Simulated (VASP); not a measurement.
Set up this calculation in VASP 6.6.1, as the native input.

* Task: single point
* Functional: RPBE
* Potentials or basis: VASP PAW PBE potentials, release 64 (Mo_sv)
* Cutoff: 520 eV
* k mesh: 23 × 23 × 23
* Occupations: fermi-dirac, width 0.1 eV
* Spin: no spin polarisation
* Dipole correction: no
* Further INCAR settings: ALGO = Normal; EDIFF = 1e-06; NBANDS = 13

The structure of Mo lies in POSCAR:

```
Mo
1.0
   -1.5222262551      1.5222262551      1.5222262551
    1.5222262551     -1.5222262551      1.5222262551
    1.5222262551      1.5222262551     -1.5222262551
Mo
1
Direct
    0.0000000000      0.0000000000      0.0000000000
```

This cell differs from its parent crystal: volume scaled by 0.88.

These files were run (other wordings do the same):

INCAR

```
PREC = Accurate
ENCUT = 520
EDIFF = 1E-6
ISMEAR = -1
SIGMA = 0.1
LREAL = F
LASPH = T
NELM = 100
ALGO = Normal
ISIF = 2
LWAVE = F
LCHARG = F
GGA = RP
NBANDS = 13
```

KPOINTS

```
regular mesh
0
Gamma
  23 23 23
```

Potentials or basis: VASP PAW PBE potentials, release 64 (Mo_sv).

Run with:

```bash
$ cat potpaw_PBE.64/Mo_sv/POTCAR > POTCAR
$ mpirun -np 1 vasp_std > vasp.out
```

Results of the run:

The pressure is 41.6 GPa and the band gap on the k mesh is zero (band 7 reaches 18.82 eV, above the bottom of band 8 at 12.80 eV).

Caveat: the PAW data sets were made with another functional, which shifts forces and pressure a little.

It took 32 s on 1 thread of Intel(R) Xeon(R) 6975P-C (Granite Rapids), on a shared host, peak memory 0.17 GiB.
